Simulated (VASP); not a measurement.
# K (P6_3/mmc) in VASP: relaxation of cell and atoms with PBEsol

Aim: the relaxation of cell and atoms of K with PBEsol.

Everything below comes from runs of VASP 6.6.1. Logs are shortened: lines on timing, memory, paths and dates and some standing lists are left out, and cuts for length are marked.

### 1 The cell of the first run

The structure is hexagonal, space group P6_3/mmc (No. 194). Conventional cell: a = 4.667 Å, b = 4.667 Å, c = 7.439 Å, α = 90.00°, β = 90.00°, γ = 120.00°.

This isn't the form of K at room conditions, which is bcc.

### 2 Relaxation of cell and atoms, PBEsol

Contents of INCAR:

```
PREC     = Accurate       # precision mode
ENCUT    = 600            # plane-wave cutoff, eV
EDIFF    = 1E-6           # SCF threshold, eV
ISMEAR   = 0              # smearing method
SIGMA    = 0.1            # smearing width, eV
LREAL    = False          # projectors in reciprocal space
LASPH    = True           # aspherical terms in the spheres
NELM     = 100            # most SCF steps
ALGO     = Fast           # electronic algorithm
ISIF     = 3              # what is computed and relaxed
LWAVE    = False          # write WAVECAR
LCHARG   = False          # write CHGCAR
GGA      = PS             # functional
IBRION   = 2              # ionic algorithm
NSW      = 80             # ionic steps
EDIFFG   = -0.01          # ionic threshold
```

Contents of KPOINTS:

```
regular mesh
0
Gamma
  12 12 6
```

Contents of POSCAR:

```
K
1.0
    4.6668633348      0.0000000000      0.0000000000
   -2.3334316674      4.0416222039      0.0000000000
    0.0000000000      0.0000000000      7.4392133941
K
2
Direct
    0.3333333333      0.6666666667      0.2500000000
    0.6666666667      0.3333333333      0.7500000000
```

Potentials or basis: VASP PAW PBE potentials, release 64 (K_sv).

Started as:

```bash
$ cat potpaw_PBE.64/K_sv/POTCAR > POTCAR
$ mpirun -np 1 vasp_std > vasp.out
```

OUTCAR:

```text
PREC = Accurate
   ENCUT = 600
   EDIFF = 1E-6
   ISMEAR = 0
   LREAL = False
   LASPH = True
   NELM = 100
   ISIF = 3
   GGA = PS
   IBRION = 2
   NSW = 80
   EDIFFG = -0.01

 ion  position               nearest neighbor table
   1  0.333  0.667  0.250-
   2  0.667  0.333  0.750-

  LATTYP: Found a hexagonal cell.
 ALAT       =     4.6668633348
 C/A-ratio  =     1.5940499776

  Lattice vectors:

 A1 = (   4.6668633348,   0.0000000000,   0.0000000000)
 A2 = (  -2.3334316674,   4.0416222039,   0.0000000000)
 A3 = (   0.0000000000,   0.0000000000,   7.4392133941)

Analysis of symmetry for initial positions (statically):
=====================================================================
 Subroutine PRICEL returns:
 Original cell was already a primitive cell.

 Routine SETGRP: Setting up the symmetry group for a
 hexagonal supercell.

 Subroutine GETGRP returns: Found 24 space group operations
 (whereof 12 operations were pure point group operations)
 out of a pool of 24 trial point group operations.

The static configuration has the point symmetry D_3d.
 The point group associated with its full space group is D_6h.

Analysis of symmetry for dynamics (positions and initial velocities):
=====================================================================
 Subroutine PRICEL returns:
 Original cell was already a primitive cell.

 Routine SETGRP: Setting up the symmetry group for a
 hexagonal supercell.

 Subroutine GETGRP returns: Found 24 space group operations
 (whereof 12 operations were pure point group operations)
 out of a pool of 24 trial point group operations.

The dynamic configuration has the point symmetry D_3d.
 The point group associated with its full space group is D_6h.

 Subroutine INISYM returns: Found 24 space group operations
 (whereof 12 operations are pure point group operations),
 and found     1 'primitive' translations

----------------------------------------------------------------------------------------

                                     Primitive cell

  volume of cell :     140.3162

  direct lattice vectors                    reciprocal lattice vectors
     4.666863335  0.000000000  0.000000000     0.214276684  0.123712701  0.000000000
    -2.333431667  4.041622204  0.000000000     0.000000000  0.247425402  0.000000000
     0.000000000  0.000000000  7.439213394     0.000000000  0.000000000  0.134422814

  length of vectors
     4.666863335  4.666863335  7.439213394     0.247425402  0.247425402  0.134422814

  position of ions in fractional coordinates (direct lattice)
     0.333333333  0.666666667  0.250000000
[... 103 lines left out ...]
   GGA     = PS    functional components
   LHFCALC =     F    Hartree Fock is set to
   AEXX    =    0.0000 exact exchange contribution
   IVDW    =     0    specifies the selected vdW correction
   LEPSILON=     F    determine dielectric tensor
   LRPA    =     F    only Hartree local field effects (RPA)
 conjugate gradient relaxation of ions
 non-spin polarized calculation
 RMM-DIIS sequential band-by-band and
 Gauss-broadening in eV      SIGMA  =   0.10
  energy-cutoff  :      600.00
  volume of cell :      140.32
 maximum number of plane-waves:      4716
 NGX is ok and might be reduce to    40
   NGX = 19   NGY = 19   NGZ = 29

--------------------------------------- Ionic step        1  -------------------------------------------

 number of electron      17.9999999 magnetization

 Free energy of the ion-electron system (eV)
  ---------------------------------------------------
  ext. energy  EPLUGINS =         0.00000000
  ---------------------------------------------------
  free energy    TOTEN  =        -2.27105309 eV

  energy without entropy =       -2.26366052  energy(sigma->0) =       -2.26735681

------------------------ aborting loop because EDIFF is reached ----------------------------------------

  FORCE on cell =-STRESS in cart. coord.  units (eV):
  Direction    XX          YY          ZZ          XY          YZ          ZX
  --------------------------------------------------------------------------------------
  -------------------------------------------------------------------------------------
  Total        0.0070834      0.0070834      0.1198221      0.0000000     -0.0000000     -0.0000000
  in kB        0.0808806      0.0808806      1.3681684      0.0000000     -0.0000000     -0.0000000
  external PRESSURE =       0.5099766 kB  Pullay stress =       0.0000000 kB
[... 167 lines left out ...]
--------------------------------------- Ionic step        6  -------------------------------------------

 number of electron      18.0000001 magnetization

 Free energy of the ion-electron system (eV)
  ---------------------------------------------------
  ext. energy  EPLUGINS =         0.00000000
  ---------------------------------------------------
  free energy    TOTEN  =        -2.27224086 eV

  energy without entropy =       -2.26470690  energy(sigma->0) =       -2.26847388

 E-fermi :  -0.1250     XC(G=0):  -5.7699

 val. band max:       -0.1261750308   @ k =   0.3333   0.1667   0.3333
 cond. band min:      -0.0314654776   @ k =   0.3333   0.0000   0.3333
 fundamental gap:      0.0947095532
 Fermi energy:        -0.1250435718

 k-point     1 :       0.0000    0.0000    0.0000
  band No.  band energies     occupation
      1     -32.0726      2.00000
      2     -32.0681      2.00000
      3     -15.6574      2.00000
      4     -15.5926      2.00000
      5     -15.5926      2.00000
      6     -15.5819      2.00000
      7     -15.5819      2.00000
      8     -15.5812      2.00000
      9      -2.3055      2.00000
     10       0.2296      0.00000
     11       0.4725      0.00000
     12       3.9983      0.00000
     13       3.9984      0.00000
[... 354 lines left out ...]
  band No.  band energies     occupation
      1     -32.0694      2.00000
      2     -32.0671      2.00000
      3     -15.6421      2.00000
      4     -15.6286      2.00000
      5     -15.6230      2.00000
      6     -15.6043      2.00000
      7     -15.5922      2.00000
      8     -15.5904      2.00000
      9      -1.0997      2.00000
     10       0.5392      0.00000
     11       1.5116      0.00000
     12       1.8891      0.00000
     13       2.7510      0.00000

 [... further k-points ...]

------------------------ aborting loop because EDIFF is reached ----------------------------------------

  FORCE on cell =-STRESS in cart. coord.  units (eV):
  Direction    XX          YY          ZZ          XY          YZ          ZX
  --------------------------------------------------------------------------------------
  -------------------------------------------------------------------------------------
  Total       -0.0189693     -0.0189693      0.0068680      0.0000000     -0.0000000     -0.0000000
  in kB       -0.2127965     -0.2127965      0.0770449      0.0000000     -0.0000000     -0.0000000
  external PRESSURE =      -0.1161827 kB  Pullay stress =       0.0000000 kB
[... 17 lines left out ...]
  FREE ENERGIE OF THE ION-ELECTRON SYSTEM (eV)
  ---------------------------------------------------
  free  energy   TOTEN  =        -2.2722408604 eV

  energy  without entropy=       -2.2647068983  energy(sigma->0) =       -2.26847388

 reached required accuracy - stopping structural energy minimisation
```

OSZICAR:

```text
N       E                     dE             d eps       ncg     rms          rms(c)
DAV:   1     0.131113348678E+03    0.13111E+03   -0.83681E+03  1976   0.123E+03
DAV:   2     0.807590976025E+01   -0.12304E+03   -0.11864E+03  2366   0.317E+02
[... 58 lines left out ...]
DAV:   1    -0.227310169312E+01   -0.95157E-03   -0.42486E-02  2361   0.197E+00    0.197E-01
RMM:   2    -0.227246274586E+01    0.63895E-03   -0.99246E-04  2060   0.336E-01    0.833E-02
RMM:   3    -0.227225170938E+01    0.21104E-03   -0.45878E-04  2090   0.191E-01    0.588E-02
RMM:   4    -0.227223751653E+01    0.14193E-04   -0.11236E-04  2137   0.927E-02    0.112E-02
RMM:   5    -0.227223891814E+01   -0.14016E-05   -0.24352E-05  2320   0.404E-02    0.353E-03
RMM:   6    -0.227224010118E+01   -0.11830E-05   -0.65100E-06  1943   0.185E-02    0.287E-03
RMM:   7    -0.227224086044E+01   -0.75926E-06   -0.36162E-06  1534   0.113E-02
   6 F= -.22722409E+01 E0= -.22684739E+01  d E =-.897409E-04
```

CONTCAR:

```text
K
   1.00000000000000
     4.6643197963621450   -0.0000000000000000   -0.0000000000000000
    -2.3321598981810725    4.0394194349973604    0.0000000000000000
     0.0000000000000000   -0.0000000000000000    7.5803718967442446
  K
     2
Direct
     0.3333333332999970    0.6666666667000030    0.2500000000000000
     0.6666666667000030    0.3333333332999970    0.7500000000000000

  0.00000000E+00  0.00000000E+00  0.00000000E+00
  0.00000000E+00  0.00000000E+00  0.00000000E+00
```

Wall time 21 min (1 thread of Intel Xeon 8259CL, shared host); peak memory 0.4 GiB.

What came out:

```
Free energy                           : -2.2722 eV
Relaxed volume                        : 71.41 Å³/atom
Relaxed cell                          : a = 4.664 Å, b = 4.664 Å, c = 7.580 Å, α = 90.00°, β = 90.00°, γ = 120.00°
Space group after relaxing (to 0.1 Å) : P6_3/mmc (No. 194)
Energy gained by relaxing             : 0.6 meV/atom
Ionic steps                           : 6
Pressure after relaxing               : 0.0 GPa
Band gap on the k mesh                : zero (bands 9 and 10 overlap by 2.67 eV)
```

The path:
| step | energy change (eV) | largest force (eV/Å) | pressure (GPa) | volume (Å³) |
| --- | --- | --- | --- | --- |
| 1 | 0.0000 | 0.0000 | 0.05 | 140.32 |
| 2 | -0.0003 | 0.0000 | 0.04 | 140.77 |
| 3 | -0.0010 | 0.0000 | 0.00 | 142.13 |
| 4 | -0.0007 | 0.0000 | -0.07 | 144.87 |
| 5 | -0.0011 | 0.0000 | -0.02 | 143.12 |
| 6 | -0.0012 | 0.0000 | -0.01 | 142.82 |

Final structure:
```cif
data_structure
_symmetry_space_group_name_H-M 'P 1'
_symmetry_Int_Tables_number 1
_cell_length_a 4.6643
_cell_length_b 4.6643
_cell_length_c 7.5804
_cell_angle_alpha 90.000
_cell_angle_beta 90.000
_cell_angle_gamma 120.000
_cell_volume 142.82
loop_
_atom_site_label
_atom_site_type_symbol
_atom_site_fract_x
_atom_site_fract_y
_atom_site_fract_z
_atom_site_occupancy
K1 K 0.33333 0.66667 0.25000 1
K2 K 0.66667 0.33333 0.75000 1
```

Levels at points of the mesh, in eV from the Fermi level:
```tsv
k point	band 7	band 8	band 9	band 10	band 11	band 12
(0.00, 0.00, 0.00)	-15.46	-15.46	-2.18	0.35	0.60	4.12
(0.50, 0.00, 0.00)	-15.47	-15.47	0.14	0.27	1.66	1.99
(0.00, 0.00, 0.50)	-15.46	-15.46	-1.44	-1.44	2.81	2.81
(0.50, 0.00, 0.50)	-15.48	-15.48	0.64	0.64	0.90	0.90
```

Caveat: the PAW data sets were made with another functional, which shifts forces and pressure a little.
